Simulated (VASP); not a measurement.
# SrTiO3 (I4/mcm) in VASP: a series of runs

The runs below take SrTiO3 through single point, with PBE.

All numbers are computed with VASP 6.6.1; they aren't measurements. Logs are shortened: lines on timing, memory, paths and dates and some standing lists are left out, and cuts for length are marked.

### Step 1. The cell of the first run

The structure is tetragonal, space group I4/mcm (No. 140). Conventional cell: a = 5.511 Å, b = 5.511 Å, c = 7.796 Å, α = 90.00°, β = 90.00°, γ = 90.00°. Within 3.6 Å of Sr (site symmetry -42m) lie 12 O at 2.73 to 2.78 Å and 8 Ti at 3.38 Å. Ti (site symmetry 4/m) has 6 O at 1.95 Å within 2.6 Å. O (site symmetry 422) has 2 Ti at 1.95 Å within 2.6 Å. Within 2.6 Å of O (site symmetry m2m) lie 2 Ti at 1.95 Å.

### Step 2. Single point, PBE, collinear spin

File INCAR:

```
ALGO = Normal ; EDIFF = 1E-6
ENCUT = 520 ; GGA = PE
ISIF = 2 ; ISMEAR = 0
ISPIN = 2 ; LASPH = True
LCHARG = True ; LELF = True
LMAXMIX = 4 ; LORBIT = 11
LREAL = False ; LVHAR = True
LWAVE = False ; MAGMOM = 0 0 1 1 0 0 0 0 0 0
NBANDS = 55 ; NELM = 150
PREC = Accurate ; SIGMA = 0.1
```

File KPOINTS:

```
k-points
0
Gamma
  4 4 4
```

File POSCAR:

```
SrTiO3
1.0
   -2.7555000800      2.7555000800      3.8980000000
    2.7555000800     -2.7555000800      3.8980000000
    2.7555000800      2.7555000800     -3.8980000000
Sr Ti O
2 2 6
Direct
    0.7500000000      0.2500000000      0.5000000000
    0.2500000000      0.7500000000      0.5000000000
    0.0000000000      0.0000000000      0.0000000000
    0.5000000000      0.5000000000      0.0000000000
    0.2500000000      0.2500000000      0.0000000000
    0.7500000000      0.7500000000      0.0000000000
    0.7450999900      0.2450999900      0.9901999800
    0.2450999900      0.2549000100      0.5000000000
    0.2549000100      0.7549000100      0.0098000200
    0.7549000100      0.7450999900      0.5000000000
```

Potentials or basis: VASP PAW PBE potentials, release 64 (Sr_sv, Ti_sv, O).

On the command line:

```console
cat potpaw_PBE.64/Sr_sv/POTCAR potpaw_PBE.64/Ti_sv/POTCAR potpaw_PBE.64/O/POTCAR > POTCAR
mpirun -np 1 vasp_std > vasp.out
```

OUTCAR:

```text
EDIFF = 1E-6
   ENCUT = 520
   GGA = PE
   ISIF = 2
   ISMEAR = 0
   ISPIN = 2
   LASPH = True
   LORBIT = 11
   LREAL = False
   NELM = 150
   PREC = Accurate

 ion  position               nearest neighbor table
   1  0.750  0.250  0.500-   7 2.73   8 2.73   9 2.73  10 2.73   5 2.76   6 2.76   6 2.76   5 2.76
                             7 2.78   8 2.78  10 2.78   9 2.78   4 3.38   3 3.38   4 3.38   4 3.38
   2  0.250  0.750  0.500-   7 2.73   8 2.73   9 2.73  10 2.73   5 2.76   6 2.76   5 2.76   6 2.76
                             9 2.78  10 2.78   8 2.78   7 2.78   4 3.38   3 3.38   4 3.38   3 3.38
   3  0.000  0.000  0.000-   7 1.95   8 1.95   9 1.95  10 1.95   5 1.95   6 1.95   1 3.38   2 3.38
                             1 3.38   1 3.38   2 3.38   2 3.38   1 3.38   2 3.38
   4  0.500  0.500  0.000-   7 1.95   9 1.95  10 1.95   8 1.95   5 1.95   6 1.95   1 3.38   2 3.38
                             2 3.38   1 3.38   2 3.38   1 3.38   2 3.38   1 3.38
   5  0.250  0.250  0.000-   3 1.95   4 1.95   1 2.76   2 2.76   2 2.76   1 2.76
   6  0.750  0.750  0.000-   3 1.95   4 1.95   1 2.76   2 2.76   1 2.76   2 2.76
   7  0.745  0.245  0.990-   3 1.95   4 1.95   1 2.73   2 2.73   1 2.78   2 2.78
   8  0.245  0.255  0.500-   4 1.95   3 1.95   1 2.73   2 2.73   1 2.78   2 2.78
   9  0.255  0.755  0.010-   3 1.95   4 1.95   1 2.73   2 2.73   2 2.78   1 2.78
  10  0.755  0.745  0.500-   3 1.95   4 1.95   1 2.73   2 2.73   1 2.78   2 2.78

  LATTYP: Found a body centered tetragonal cell.
 ALAT       =     5.5110001600
 C/A-ratio  =     1.4146252538

  Lattice vectors:

 A1 = (  -2.7555000800,   2.7555000800,   3.8980000000)
 A2 = (   2.7555000800,  -2.7555000800,   3.8980000000)
 A3 = (   2.7555000800,   2.7555000800,  -3.8980000000)

Analysis of symmetry for initial positions (statically):
=====================================================================
 Subroutine PRICEL returns:
 Original cell was already a primitive cell.

 Routine SETGRP: Setting up the symmetry group for a
 body centered tetragonal supercell.

 Subroutine GETGRP returns: Found 16 space group operations
 (whereof  8 operations were pure point group operations)
 out of a pool of 16 trial point group operations.

The static configuration has the point symmetry C_4h.
 The point group associated with its full space group is D_4h.

Analysis of symmetry for dynamics (positions and initial velocities):
=====================================================================
 Subroutine PRICEL returns:
 Original cell was already a primitive cell.

 Routine SETGRP: Setting up the symmetry group for a
 body centered tetragonal supercell.

 Subroutine GETGRP returns: Found 16 space group operations
 (whereof  8 operations were pure point group operations)
 out of a pool of 16 trial point group operations.

The dynamic configuration has the point symmetry C_4h.
 The point group associated with its full space group is D_4h.

Analysis of structural, dynamic, and magnetic symmetry:
=====================================================================
 Subroutine PRICEL returns:
 Original cell was already a primitive cell.

 Routine SETGRP: Setting up the symmetry group for a
 body centered tetragonal supercell.

 Subroutine GETGRP returns: Found 16 space group operations
 (whereof  8 operations were pure point group operations)
 out of a pool of 16 trial point group operations.

The overall configuration has the point symmetry C_4h.
 The point group associated with its full space group is D_4h.

 Subroutine INISYM returns: Found 16 space group operations
 (whereof  8 operations are pure point group operations),
 and found     1 'primitive' translations

----------------------------------------------------------------------------------------

                                     Primitive cell

  volume of cell :     118.3866

  direct lattice vectors                    reciprocal lattice vectors
    -2.755500080  2.755500080  3.898000000     0.000000000  0.181455266  0.128270908
     2.755500080 -2.755500080  3.898000000     0.181455266  0.000000000  0.128270908
     2.755500080  2.755500080 -3.898000000     0.181455266  0.181455266  0.000000000

  length of vectors
     5.511802371  5.511802371  5.511802371     0.222214850  0.222214850  0.256616498

  position of ions in fractional coordinates (direct lattice)
     0.750000000  0.250000000  0.500000000
     0.250000000  0.750000000  0.500000000
     0.000000000  0.000000000  0.000000000
     0.500000000  0.500000000  0.000000000
     0.250000000  0.250000000  0.000000000
     0.750000000  0.750000000  0.000000000
     0.745099990  0.245099990  0.990199980
     0.245099990  0.254900010  0.500000000
     0.254900010  0.754900010  0.009800020
     0.754900010  0.745099990  0.500000000

  ion indices of the primitive-cell ions
   primitive index   ion index
                 1           1
                 2           2
                 3           3
                 4           4
                 5           5
                 6           6
                 7           7
                 8           8
                 9           9
                10          10

[... 31 lines left out ...]
  0.250000  0.250000  0.000000      8.000000
  0.500000  0.250000  0.000000     16.000000
 -0.250000  0.250000  0.000000      4.000000
  0.500000  0.500000  0.000000      2.000000
  0.250000  0.250000  0.250000      2.000000
 -0.250000  0.250000  0.250000      4.000000
  0.500000  0.500000  0.250000      4.000000
 -0.250000  0.500000  0.250000      8.000000
 -0.250000 -0.250000  0.250000      2.000000
  0.500000  0.500000  0.500000      1.000000
   k-points           NKPTS =     13   k-points in BZ     NKDIM =     13   number of bands    NBANDS=     55
   number of dos      NEDOS =    301   number of ions     NIONS =     10
   total plane-waves  NPLWV =  74088
   dimension x,y,z NGX =    42 NGY =   42 NGZ =   42
   dimension x,y,z NGXF=    84 NGYF=   84 NGZF=   84
   ions per type =               2   2   6
   NGX,Y,Z   is equivalent  to a cutoff of  12.67, 12.67, 12.67 a.u.
   NGXF,Y,Z  is equivalent  to a cutoff of  25.34, 25.34, 25.34 a.u.
 SYSTEM =  unknown system
   PREC   = accura    normal or accurate (medium, high low for compatibility)
   ISTART =      0    job   : 0-new  1-cont  2-samecut
   ICHARG =      2    charge: 1-file 2-atom 10-const
   ISPIN  =      2    spin polarized calculation?
   LNONCOLLINEAR =      F non collinear calculations
   LSORBIT =      F    spin-orbit coupling
   LASPH  =      T    aspherical Exc in radial PAW
   ENCUT  =  520.0 eV  38.22 Ry    6.18 a.u.  10.25 10.25 10.25*2*pi/ulx,y,z
   NELM   =    150;   NELMIN=  2; NELMDL= -5     # of ELM steps
   EDIFF  = 0.1E-05   stopping-criterion for ELM
   LREAL  =      F    real-space projection
   EDIFFG = 0.1E-04   stopping-criterion for IOM
   NSW    =      0    number of steps for IOM
   IBRION =     -1    ionic relax: 0-MD 1-quasi-New 2-CG
   NFREE  =      0    steps in history (QN), initial steepest desc. (CG)
   ISIF   =      2    stress and relaxation
   ISYM   =      2    0-nonsym 1-usesym 2-fastsym
   POTIM  = 0.5000    time-step for ionic-motion
   TEBEG  =    0.0;   TEEND  =   0.0 temperature during run
   PSTRESS=    0.0 pullay stress
   NELECT =      80.0000    total number of electrons
   NUPDOWN=      -1.0000    fix difference up-down
   EMIN   =  10.00;   EMAX   =-10.00  energy-range for DOS
   EFERMI =   0.00;   METHOD = LEGACY
   ISMEAR =     0;   SIGMA  =   0.10  broadening in eV -4-tet -1-fermi 0-gaus
   EFERMI_NEDOS =   21; number of points for ismear=-14 and -15
   IALGO  =     38    algorithm
   IMIX   =      4    mixing-type and parameters
     AMIX     =   0.40;   BMIX     =  1.00
     AMIX_MAG =   1.60;   BMIX_MAG =  1.00
  volume/ion in A,a.u.               =      11.84        79.89
  Fermi-wavevector in a.u.,A,eV,Ry     =   1.436605  2.714789 28.080151  2.063833
  Thomas-Fermi vector in A             =   2.555774
   LORBIT       =     11    0 simple, 1 ext, 2 COOP (PROOUT), +10 PAW based schemes
   GGA     = PE    functional components
   LHFCALC =     F    Hartree Fock is set to
   AEXX    =    0.0000 exact exchange contribution
   IVDW    =     0    specifies the selected vdW correction
   LEPSILON=     F    determine dielectric tensor
   LRPA    =     F    only Hartree local field effects (RPA)
 spin polarized calculation
 Gauss-broadening in eV      SIGMA  =   0.10
  energy-cutoff  :      520.00
  volume of cell :      118.39
 maximum number of plane-waves:      3250
 NGX is ok and might be reduce to    42
   NGX = 21   NGY = 21   NGZ = 21

 number of electron      80.0000002 magnetization       0.0001142

 number of electron      80.0000002 magnetization      -0.0000278

 Free energy of the ion-electron system (eV)
  ---------------------------------------------------
  ext. energy  EPLUGINS =         0.00000000
  ---------------------------------------------------
  free energy    TOTEN  =       -80.12592995 eV

  energy without entropy =      -80.12592995  energy(sigma->0) =      -80.12592995

 E-fermi :   4.7962     XC(G=0): -11.3025

 val. band max:        4.2098099580   @ k =   0.0000   0.0000   0.0000
 cond. band min:       6.0793563646   @ k =   0.0000   0.0000   0.0000
 fundamental gap:      1.8695464066
 Fermi energy:         4.7962124177

 spin component 1

 k-point     1 :       0.0000    0.0000    0.0000
  band No.  band energies     occupation
      1     -52.2307      1.00000
      2     -52.2259      1.00000
      3     -28.5534      1.00000
      4     -28.5478      1.00000
      5     -28.5478      1.00000
      6     -28.5478      1.00000
[... 704 lines left out ...]
     51      11.6639      0.00000
     52      12.1348      0.00000
 Fermi energy:         4.7962124177

 spin component 2

 k-point     1 :       0.0000    0.0000    0.0000
  band No.  band energies     occupation
      1     -52.2307      1.00000
      2     -52.2260      1.00000
      3     -28.5535      1.00000
      4     -28.5479      1.00000
      5     -28.5479      1.00000
      6     -28.5479      1.00000
[... 704 lines left out ...]
     51      11.6639      0.00000
     52      12.1347      0.00000
 [bands above 52 left out]

------------------------ aborting loop because EDIFF is reached ----------------------------------------

  FORCE on cell =-STRESS in cart. coord.  units (eV):
  Direction    XX          YY          ZZ          XY          YZ          ZX
  --------------------------------------------------------------------------------------
  -------------------------------------------------------------------------------------
  Total        4.5237825      4.5237825      4.5154041      0.0000000      0.0000000      0.0000000
  in kB       61.2222971     61.2222971     61.1089082      0.0000000      0.0000000      0.0000000
  external PRESSURE =      61.1845008 kB  Pullay stress =       0.0000000 kB

 VOLUME and BASIS-vectors are now :
 -----------------------------------------------------------------------------
  energy-cutoff  :      520.00
  volume of cell :      118.39
      direct lattice vectors                 reciprocal lattice vectors
    -2.755500080  2.755500080  3.898000000     0.000000000  0.181455266  0.128270908
     2.755500080 -2.755500080  3.898000000     0.181455266  0.000000000  0.128270908
     2.755500080  2.755500080 -3.898000000     0.181455266  0.181455266  0.000000000

 POSITION                                       TOTAL-FORCE (eV/Angst)
 -----------------------------------------------------------------------------------
      0.00000      2.75550      1.94900         0.000000     -0.000000      0.000000
      2.75550      0.00000      1.94900         0.000000     -0.000000      0.000000
      0.00000      0.00000      0.00000         0.000000     -0.000000      0.000000
      0.00000      0.00000      3.89800         0.000000     -0.000000      0.000000
      0.00000      0.00000      1.94900         0.000000     -0.000000      0.000000
      0.00000      0.00000      5.84700         0.000000     -0.000000      0.000000
      1.35075      4.10625      0.00000        -0.010919     -0.010919      0.000000
      1.40475      1.35075      0.00000         0.010919     -0.010919     -0.000000
      1.40475     -1.35075      3.89800         0.010919      0.010919     -0.000000
      1.35075      1.40475      3.89800        -0.010919      0.010919     -0.000000
 -----------------------------------------------------------------------------------
    total drift:                               -0.000000     -0.000000      0.000000

  FREE ENERGIE OF THE ION-ELECTRON SYSTEM (eV)
  ---------------------------------------------------
  free  energy   TOTEN  =       -80.1259299523 eV

  energy  without entropy=      -80.1259299523  energy(sigma->0) =      -80.12592995

 total charge

# of ion       s       p       d       tot
------------------------------------------
    1        1.999   5.798   0.205   8.001
    2        1.999   5.798   0.205   8.001
    3        2.233   6.325   1.767  10.325
    4        2.233   6.325   1.767  10.325
    5        1.565   3.497   0.000   5.062
    6        1.565   3.497   0.000   5.062
    7        1.565   3.497   0.000   5.062
    8        1.565   3.497   0.000   5.062
    9        1.565   3.497   0.000   5.062
   10        1.565   3.497   0.000   5.062
--------------------------------------------------
tot         17.854  45.226   3.944  67.024

 magnetization (x)

# of ion       s       p       d       tot
------------------------------------------
    1       -0.000  -0.000  -0.000  -0.000
    2       -0.000  -0.000  -0.000  -0.000
    3        0.000  -0.000  -0.000  -0.000
    4        0.000  -0.000  -0.000  -0.000
    5       -0.000   0.000   0.000   0.000
    6       -0.000   0.000   0.000   0.000
    7       -0.000   0.000   0.000   0.000
    8       -0.000   0.000   0.000   0.000
    9       -0.000   0.000   0.000   0.000
   10       -0.000   0.000   0.000   0.000
--------------------------------------------------
tot         -0.000   0.000  -0.000  -0.000
```

Run time: 4 min. Hardware: 1 thread of Intel Xeon Platinum 8488C (Sapphire Rapids), shared host; peak memory 0.38 GiB.

What came out:

```yaml
Free_energy: -80.1259 eV
Pressure: 6.1 GPa
Largest_force: 0.015 eV/Å
Band_gap_on_the_k_mesh: 1.87 eV
Net_moment: 0.00 μB per cell
Valence_electrons_inside_the_program's_atomic_spheres: Sr 8.00; Ti 10.32; O 5.06
```

Forces on the atoms (eV/Å):
```
Sr   0.000  0.000  0.000
Sr   0.000  0.000  0.000
Ti   0.000  0.000  0.000
Ti   0.000  0.000  0.000
O    0.000  0.000  0.000
O    0.000  0.000  0.000
O   -0.011 -0.011  0.000
O    0.011 -0.011  0.000
O    0.011  0.011  0.000
O   -0.011  0.011  0.000
```

Caveat: the cell stands under pressure.

### Step 3. Single point, PBE, collinear spin

This run uses another cell than the first one, of 12.17 Å³/atom.

File INCAR:

```
  PREC = Accurate
  ENCUT = 520
  EDIFF = 1E-6
  ISMEAR = 0
  SIGMA = 0.1
  LREAL = F
  LASPH = T
  NELM = 150
  ALGO = Normal
  ISIF = 2
  LWAVE = F
  LCHARG = F
  ISPIN = 2
  MAGMOM = 0 0 1 1 0 0 0 0 0 0
  LORBIT = 11
  LMAXMIX = 4
  GGA = PE
  NBANDS = 55
```

File KPOINTS:

```
Automatic mesh
0
Gamma
  4 4 4
```

File POSCAR:

```
SrTiO3
1.0
   -2.7797492264      2.7797492264      3.9371791772
    2.7797492264     -2.7797492264      3.9371791772
    2.7797492264      2.7797492264     -3.9371791772
Sr Ti O
2 2 6
Direct
    0.7500000000      0.2500000000      0.5000000000
    0.2500000000      0.7500000000      0.5000000000
    0.0000000000      0.0000000000      0.0000000000
    0.5000000000      0.5000000000      0.0000000000
    0.2500000000      0.2500000000      0.0000000000
    0.7500000000      0.7500000000      0.0000000000
    0.7349334454      0.2349334454      0.9698668908
    0.2349334454      0.2650665546      0.5000000000
    0.2650665546      0.7650665546      0.0301331092
    0.7650665546      0.7349334454      0.5000000000
```

Potentials or basis: VASP PAW PBE potentials, release 64 (Sr_sv, Ti_sv, O).

On the command line:

```console
cat potpaw_PBE.64/Sr_sv/POTCAR potpaw_PBE.64/Ti_sv/POTCAR potpaw_PBE.64/O/POTCAR > POTCAR
mpirun -np 1 vasp_std > vasp.out
```

Wall time 4.5 min (1 thread of Intel Xeon Platinum 8488C (Sapphire Rapids), shared host); peak memory 0.38 GiB.

It converged, with:

* Free energy: -80.2087 eV
* Pressure: 0.9 GPa
* Largest force: 0.017 eV/Å
* Band gap on the k mesh: 1.86 eV
* Net moment: 0.00 μB per cell
* Valence electrons inside the program's atomic spheres: Sr 7.99; Ti 10.26; O 5.04, 5.05 (each value once)

Forces in eV/Å, atoms in the order of the input:
```
Sr   0.000  0.000  0.000
Sr   0.000  0.000  0.000
Ti   0.000  0.000  0.000
Ti   0.000  0.000  0.000
O    0.000  0.000  0.000
O    0.000  0.000  0.000
O   -0.012 -0.012  0.000
O    0.012 -0.012  0.000
O    0.012  0.012  0.000
O   -0.012  0.012  0.000
```

Stress tensor (GPa, compression positive):
```
0.87 0.00 0.00
0.00 0.87 0.00
0.00 0.00 1.02
```

Levels at points of the mesh, in eV from the valence-band top:
Spin up:
```csv
k point,band 37,band 38,band 39,band 40,band 41,band 42,band 43,band 44
"(0.00, 0.00, 0.00)",-0.34,-0.06,0.00,0.00,1.86,1.86,1.86,4.04
"(0.50, 0.00, 0.00)",-0.81,-0.81,-0.58,-0.58,3.27,3.27,3.31,3.31
"(0.50, 0.50, 0.00)",-1.46,-0.71,-0.70,-0.07,2.00,3.65,3.66,3.67
"(0.50, 0.50, 0.50)",-1.50,-0.69,-0.69,-0.08,2.01,3.62,3.62,3.75
```
Spin down:
```csv
k point,band 38,band 39,band 40,band 41,band 42,band 43
"(0.00, 0.00, 0.00)",-0.06,0.00,0.00,1.86,1.86,1.86
"(0.50, 0.00, 0.00)",-0.81,-0.58,-0.58,3.27,3.27,3.31
"(0.50, 0.50, 0.00)",-0.71,-0.70,-0.07,2.00,3.65,3.66
"(0.50, 0.50, 0.50)",-0.69,-0.69,-0.08,2.01,3.62,3.62
```

A k mesh can miss the band edges.
